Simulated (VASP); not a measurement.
Crystal: BaS.

```xyz
8
Lattice="-5.3426 -0.0563 -0.0267 -0.0316 0.0029 -6.4141 -0.0975 -9.3855 0.0043" Properties=species:S:1:pos:R:3 pbc="T T T"
Ba   -5.4695   -6.2229   -3.4547
Ba   -2.7530   -1.5633   -3.6255
Ba   -2.5395   -7.7616   -0.5101
Ba   -0.0373   -3.0293   -0.5174
S    -5.4571   -6.4878   -0.3609
S    -2.7167   -1.5790   -0.4738
S    -2.8485   -7.8658   -3.6740
S    -0.0181   -3.2503   -3.5562
```

* Program: VASP 6.6.1
* Task: relaxation of cell and atoms
* Functional: PBE
* Potentials or basis: VASP PAW PBE potentials, release 64 (Ba_sv, S)
* Cutoff: 600 eV
* k mesh: 4 × 2 × 2
* Occupations: gaussian, width 0.1 eV
* Spin: no spin polarisation

At the start: pressure 1.1 GPa; volume 40.20 Å³/atom.

**Question.** How do energy, volume and symmetry change on relaxing?

**Answer.** Over 17 steps the energy falls by 62.8 meV/atom and the volume is 40.75 Å³/atom (+1.4 %); space group P1 (No. 1, to 0.1 Å) before, P6_3/mmc (No. 194, to 0.1 Å).

The path:
| step | energy change (eV) | largest force (eV/Å) | pressure (GPa) | volume (Å³) |
| --- | --- | --- | --- | --- |
| 1 | 0.0000 | 1.7013 | 1.07 | 321.58 |
| 2 | -0.2859 | 0.6159 | -0.56 | 334.25 |
| 3 | -0.3077 | 0.4929 | -1.06 | 339.49 |
| 4 | -0.4184 | 0.3548 | -0.20 | 328.76 |
| 5 | -0.4406 | 0.2844 | 0.50 | 321.53 |
| 6 | -0.4774 | 0.1886 | 0.20 | 323.89 |
| 7 | -0.4821 | 0.1653 | 0.08 | 325.06 |
| 8 | -0.4894 | 0.1291 | -0.05 | 326.57 |
| 9 | -0.4917 | 0.0985 | -0.19 | 328.15 |
| 10 | -0.4963 | 0.0633 | 0.01 | 326.15 |
| 11 | -0.4969 | 0.0790 | 0.10 | 325.23 |
| 12 | -0.4995 | 0.0738 | 0.01 | 326.03 |
| 13 | -0.4997 | 0.0729 | -0.01 | 326.22 |
| 14 | -0.5010 | 0.0517 | -0.01 | 326.29 |
| 15 | -0.5020 | 0.0279 | -0.01 | 326.38 |
| 16 | -0.5021 | 0.0365 | -0.02 | 326.43 |
| 17 | -0.5026 | 0.0244 | 0.02 | 326.03 |

Final structure:
```
Ba S
1.0
    -5.38698   -0.02739    0.00095
     0.00117   -0.00085   -6.47300
    -0.05145   -9.35003    0.00029
Ba S
4 4
Direct
  0.00128 0.56319 0.66666
  0.50441 0.56355 0.16644
  0.49622 0.06260 0.83356
  0.99852 0.06426 0.33323
  0.99850 0.06365 0.66644
  0.50135 0.06391 0.16666
  0.49863 0.56209 0.83349
  0.00108 0.56420 0.33352
```

Caveat: the k points lie up to 0.49 Å⁻¹ apart in the final cell.
